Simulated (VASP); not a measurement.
Here is a VASP 6.6.1 calculation.

File INCAR:

```
PREC     = Accurate       # precision mode
ENCUT    = 520            # plane-wave cutoff, eV
EDIFF    = 1E-6           # SCF threshold, eV
ISMEAR   = 0              # smearing method
SIGMA    = 0.05           # smearing width, eV
LREAL    = F              # projectors in reciprocal space
LASPH    = T              # aspherical terms in the spheres
NELM     = 80             # most SCF steps
ALGO     = Normal         # electronic algorithm
ISIF     = 2              # what is computed and relaxed
LWAVE    = F              # write WAVECAR
LCHARG   = F              # write CHGCAR
GGA      = PE             # functional
NBANDS   = 36             # bands
```

File KPOINTS:

```
Automatic mesh
0
Gamma
  10 10 2
```

File POSCAR:

```
C
1.0
    1.7857375322     -1.7857375322      0.0000000000
    1.7857375322      0.0000000000     -1.7857375322
   10.6070517439     10.6070517439     10.6070517439
C
12
Direct
    0.6666666667      0.6666666667      0.1824057371
    0.0000000000      0.0000000000      0.0701698664
    0.3333333333      0.3333333333      0.2946416078
    0.6666666667      0.6666666667      0.5191133492
    1.0000000000      1.0000000000      0.4068774785
    0.3333333333      0.3333333333      0.6313492199
    0.6666666667      0.6666666667      0.2665826401
    1.0000000000      1.0000000000      0.1543467694
    0.3333333333      0.3333333333      0.3788185108
    0.6666666667      0.6666666667      0.6032902522
    0.0000000000      0.0000000000      0.4910543815
    0.3333333333      0.3333333333      0.0421108987
```

Potentials or basis: VASP PAW PBE potentials, release 64 (C).

Launch:

```sh
$ cat potpaw_PBE.64/C/POTCAR > POTCAR
$ mpirun -np 1 vasp_std > vasp.out
```

Problem. Predict the band gap on the k mesh.

Solution. Zero (bands 24 and 25 overlap by 0.16 eV).

Problem. What does it give for the largest force?

Solution. 4.675 eV/Å.

Problem. What does it give for the pressure?

Solution. -1.3 GPa.

Forces on the atoms (eV/Å):
```
C   -0.221 -0.221 -0.221
C   -2.699 -2.699 -2.699
C   -0.067 -0.067 -0.067
C   -0.473 -0.473 -0.473
C   -0.110 -0.110 -0.110
C   -2.351 -2.351 -2.351
C    0.110  0.110  0.110
C    0.473  0.473  0.473
C    0.067  0.067  0.067
C    2.699  2.699  2.699
C    0.221  0.221  0.221
C    2.351  2.351  2.351
```

Caveat: the cell differs from its parent crystal (the distance across one plane changed); forces of over 1 eV/Å act on the atoms, so gaps and moduli don't describe the material at rest.
